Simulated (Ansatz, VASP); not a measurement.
## Two plane-wave programs on TiWN2

```
Ti W N
1.0
     2.85494    0.00000    0.00000
    -1.42747    2.47245    0.00000
     0.00000    0.00000    5.63275
Ti W N
1 1 2
Cartesian
  0.0000 0.0000 0.0000
  0.0000 0.0000 2.8164
  0.0000 1.6483 1.3699
  1.4275 0.8241 4.2629
```

Change from the starting cell: species swapped into the LiVS2 type (P-3m1, No. 164).

Alike in both runs: functional PBE; k mesh 18 × 18 × 8; occupations gaussian, width 0.1 eV; no spin polarisation.

Ansatz relaxed the structure, and its values are those at the end. VASP's run is a single point on that final structure, the one shown.

```csv
,VASP,Ansatz
version,VASP 6.6.1,Ansatz 0.2.0
potentials or method,"VASP PAW PBE potentials, release 64 (Ti_sv, W_sv, N), cutoff 520 eV","scalar-relativistic, plane waves, PAW"
valence electrons in the cell,36,36
```

|  | VASP | Ansatz | Ansatz less VASP |
| --- | --- | --- | --- |
| gap on the k mesh at the Fermi level (eV) | none | none | - |
| pressure (GPa) | 0.9 | 0.0 | -0.94 |
| rms of the force components (eV/Å) | 0.015 | 0.000 | -0.0153 |

A gap of «none» marks a metal or a gap that the smearing closes. The functional is the same, so the differences come from potentials, cutoffs and numerics.

Spin-orbit coupling is off throughout.
